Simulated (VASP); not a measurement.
# CsPbCl3 in VASP: notebook, part 2 of 2

VASP 6.6.1. Earlier steps stand in the parts before.

### 3 Single point, r2SCAN (37.68 Å³/atom)

This run uses another cell than the first one, of 37.68 Å³/atom.

POSCAR

```
CsPbCl3
1.0
    4.0538687886      2.3405022363      3.3097690023
   -4.0538687886      2.3405022363      3.3097690023
    0.0000000000     -4.6810044727      3.3097690023
Cs Pb Cl
1 1 3
Direct
    0.5000000000      0.5000000000      0.5000000000
    0.0000000000      0.0000000000      0.0000000000
    0.5000000000      0.0000514085      0.9999485915
    0.0000514085      0.9999485915      0.5000000000
    0.9999485915      0.5000000000      0.0000514085
```

INCAR.step1

```
SYSTEM = CsPbCl3
  ALGO = Normal
  EDIFF = 1E-4
  ENCUT = 520
  GGA = PE
  ISMEAR = 0
  LASPH = .True.
  LCHARG = .False.
  LREAL = .False.
  LWAVE = .True.
  NBANDS = 30
  NELM = 80
  PREC = Accurate
  SIGMA = 0.01
```

INCAR.step2

```
SYSTEM = CsPbCl3
  ALGO = Normal
  EDIFF = 1E-7
  ENCUT = 520
  ISIF = 2
  ISMEAR = 0
  ISTART = 1
  LASPH = .True.
  LCHARG = .False.
  LMIXTAU = .True.
  LREAL = .False.
  LWAVE = .False.
  METAGGA = R2SCAN
  NBANDS = 30
  NELM = 80
  PREC = Accurate
  SIGMA = 0.01
```

KPOINTS

```
k-points
0
Gamma
  4 4 4
  0 0 0
```

Potentials or basis: VASP PAW PBE potentials, release 64 (Cs_sv, Pb_d, Cl).

The run is started by

```
$ cat potpaw_PBE.64/Cs_sv/POTCAR potpaw_PBE.64/Pb_d/POTCAR potpaw_PBE.64/Cl/POTCAR > POTCAR
$ cp INCAR.step1 INCAR
$ mpirun -np 1 vasp_std > vasp.out
$ cp INCAR.step2 INCAR
$ mpirun -np 1 vasp_std > vasp.out
```

OUTCAR:

```text
SYSTEM = CsPbCl3
   EDIFF = 1E-7
   ENCUT = 520
   ISIF = 2
   ISMEAR = 0
   ISTART = 1
   LASPH = .True.
   LREAL = .False.
   METAGGA = R2SCAN
   NELM = 80
   PREC = Accurate

 ion  position               nearest neighbor table
   1  0.500  0.500  0.500-
   2  0.000  0.000  0.000-   3 2.87   5 2.87   5 2.87   3 2.87   4 2.87   4 2.87
   3  0.500  0.000  1.000-   2 2.87   2 2.87
   4  0.000  1.000  0.500-   2 2.87   2 2.87
   5  1.000  0.500  0.000-   2 2.87   2 2.87

  LATTYP: Found a trigonal (rhomboedric) cell.
 ALAT       =     5.7329201740
 COS(alpha) =    -0.0000404848

  Lattice vectors:

 A1 = (   4.0538687886,   2.3405022363,   3.3097690023)
 A2 = (  -4.0538687886,   2.3405022363,   3.3097690023)
 A3 = (   0.0000000000,  -4.6810044727,   3.3097690023)

Analysis of symmetry for initial positions (statically):
=====================================================================
 Subroutine PRICEL returns:
 Original cell was already a primitive cell.

 Routine SETGRP: Setting up the symmetry group for a
 trigonal (rhombohedral) supercell.

[... 160 lines left out ...]

 E-fermi :   0.8561     XC(G=0):  -7.9418

 val. band max:        0.7305883511   @ k =   0.5000   0.5000   0.5000
 cond. band min:       3.3281448983   @ k =   0.5000   0.5000   0.5000
 fundamental gap:      2.5975565472
 Fermi energy:         0.8560791258

 k-point     1 :       0.0000    0.0000    0.0000
  band No.  band energies     occupation
      1     -20.9235      2.00000
      2     -16.3676      2.00000
      3     -16.3676      2.00000
      4     -16.1855      2.00000
      5     -16.1854      2.00000
      6     -16.1854      2.00000
[... 418 lines left out ...]
     29       7.1353      0.00000
     30       8.3275      0.00000

------------------------ aborting loop because EDIFF is reached ----------------------------------------

  FORCE on cell =-STRESS in cart. coord.  units (eV):
  Direction    XX          YY          ZZ          XY          YZ          ZX
  --------------------------------------------------------------------------------------
  -------------------------------------------------------------------------------------
  Total       -0.8304748     -0.8304748     -0.8298805      0.0000000      0.0000000      0.0000000
  in kB       -7.0617017     -7.0617017     -7.0566481      0.0000000      0.0000000      0.0000000
  external PRESSURE =      -7.0600171 kB  Pullay stress =       0.0000000 kB

 VOLUME and BASIS-vectors are now :
 -----------------------------------------------------------------------------
  energy-cutoff  :      520.00
  volume of cell :      188.42
      direct lattice vectors                 reciprocal lattice vectors
     4.053868789  2.340502236  3.309769002     0.123338970  0.071209787  0.100711963
    -4.053868789  2.340502236  3.309769002    -0.123338970  0.071209787  0.100711963
     0.000000000 -4.681004473  3.309769002     0.000000000 -0.142419575  0.100711963

 POSITION                                       TOTAL-FORCE (eV/Angst)
 -----------------------------------------------------------------------------------
      0.00000     -0.00000      4.96465        -0.000000      0.000000     -0.000000
      0.00000      0.00000      0.00000        -0.000000      0.000000     -0.000000
      2.02673     -3.51039      4.96465         0.000042     -0.000073     -0.000000
     -4.05345     -0.00000      4.96465        -0.000084      0.000000      0.000000
      2.02673      3.51039      4.96465         0.000042      0.000073     -0.000000
 -----------------------------------------------------------------------------------
    total drift:                                0.000000     -0.000000      0.000000

  FREE ENERGIE OF THE ION-ELECTRON SYSTEM (eV)
  ---------------------------------------------------
  free  energy   TOTEN  =      -108.1620633111 eV

  energy  without entropy=     -108.1620633111  energy(sigma->0) =     -108.16206331
```

OUTCAR.step1:

```text
SYSTEM = CsPbCl3
   EDIFF = 1E-4
   ENCUT = 520
   GGA = PE
   ISMEAR = 0
   LASPH = .True.
   LREAL = .False.
   NELM = 80
[... 647 lines left out ...]
      2.02673     -3.51039      4.96465        -0.000000      0.000001      0.000000
     -4.05345     -0.00000      4.96465         0.000001     -0.000000     -0.000000
      2.02673      3.51039      4.96465        -0.000000     -0.000001      0.000000
 -----------------------------------------------------------------------------------
    total drift:                                0.000000     -0.000000     -0.000000

  FREE ENERGIE OF THE ION-ELECTRON SYSTEM (eV)
  ---------------------------------------------------
  free  energy   TOTEN  =       -17.5493805361 eV

  energy  without entropy=      -17.5493805361  energy(sigma->0) =      -17.54938054
```

Wall time 2.8 min (1 thread of Intel Xeon 6975P-C (Granite Rapids), shared host); peak memory 0.4 GiB.

Results:

```
Free energy            : -108.1621 eV
Pressure               : -0.7 GPa
Band gap on the k mesh : 2.60 eV
```

Caveat: the PAW data sets were made with another functional, which shifts forces and pressure a little; spin-orbit coupling is left out, which moves the levels of the heavy elements.

### 4 Single point, r2SCAN (38.78 Å³/atom)

This run uses another cell than the first one, of 38.78 Å³/atom.

POSCAR, as its differences from that of step 3:

```diff
@@ -2,5 +2,5 @@
 1.0
-    4.0538687886      2.3405022363      3.3097690023
-   -4.0538687886      2.3405022363      3.3097690023
-    0.0000000000     -4.6810044727      3.3097690023
+    4.0928506875      2.3630084462      3.3415956566
+   -4.0928506875      2.3630084462      3.3415956566
+    0.0000000000     -4.7260168924      3.3415956566
 Cs Pb Cl
```

INCAR.step1

```
PREC = Accurate
ENCUT = 520
ISMEAR = 0
SIGMA = 0.01
LREAL = False
LASPH = True
NELM = 100
NBANDS = 30
GGA = PE
ALGO = Normal
EDIFF = 1E-4
LWAVE = True
LCHARG = False
```

INCAR.step2

```
PREC = Accurate
ENCUT = 520
EDIFF = 1E-6
ISMEAR = 0
SIGMA = 0.01
LREAL = False
LASPH = True
NELM = 100
ALGO = Normal
ISIF = 2
LWAVE = False
LCHARG = False
METAGGA = R2SCAN
LMIXTAU = True
NBANDS = 30
ISTART = 1
```

KPOINTS

```
Automatic mesh
0
Gamma
  4 4 4
```

The run is started by

```
$ cat potpaw_PBE.64/Cs_sv/POTCAR potpaw_PBE.64/Pb_d/POTCAR potpaw_PBE.64/Cl/POTCAR > POTCAR
$ cp INCAR.step1 INCAR
$ mpirun -np 1 vasp_std > vasp.out
$ cp INCAR.step2 INCAR
$ mpirun -np 1 vasp_std > vasp.out
```

Run time: 2.3 min. Hardware: 1 thread of Intel Xeon 6975P-C (Granite Rapids), shared host; peak memory 0.4 GiB.

It converged, with:

| Property | Result |
| --- | --- |
| Free energy | -108.1295 eV |
| Pressure | -1.3 GPa |
| Band gap on the k mesh | 2.70 eV |

Levels at points of the mesh, in eV from the valence-band top:
```
           k point  band 19  band 20  band 21  band 22  band 23  band 24  band 25  band 26
(0.00, 0.00, 0.00)    -2.08    -2.00    -2.00    -2.00     4.29     5.32     5.32     6.27
(0.50, 0.00, 0.00)    -2.16    -2.08    -2.08    -1.42     3.60     5.60     5.85     5.85
(0.50, 0.50, 0.00)    -2.23    -2.23    -1.72    -0.68     3.19     3.19     5.48     6.37
(0.50, 0.50, 0.50)    -1.71    -1.71    -1.71     0.00     2.70     2.70     2.70     6.17
```

Caveat: the PAW data sets were made with another functional, which shifts forces and pressure a little; spin-orbit coupling is left out, which moves the levels of the heavy elements. A k mesh can miss the band edges.

### 5 Overview

```tsv
cell	gap on the mesh (eV)	pressure (GPa)
a = 5.677 Å, 5 atoms	2.48	0.0
a = 5.733 Å, 5 atoms	2.60	-0.7
a = 5.788 Å, 5 atoms	2.70	-1.3
```

Alike in all rows: task single point; level r2SCAN; potentials or basis VASP PAW PBE potentials, release 64 (Cs_sv, Pb_d, Cl); no spin polarisation; k mesh 4 × 4 × 4; cutoff (eV) 520; smearing gaussian 0.01 eV.

Caveats: the PAW data sets were made with another functional, which shifts forces and pressure a little; spin-orbit coupling is left out, which moves the levels of the heavy elements.

Absolute energies hang on the potentials; compare differences alone.
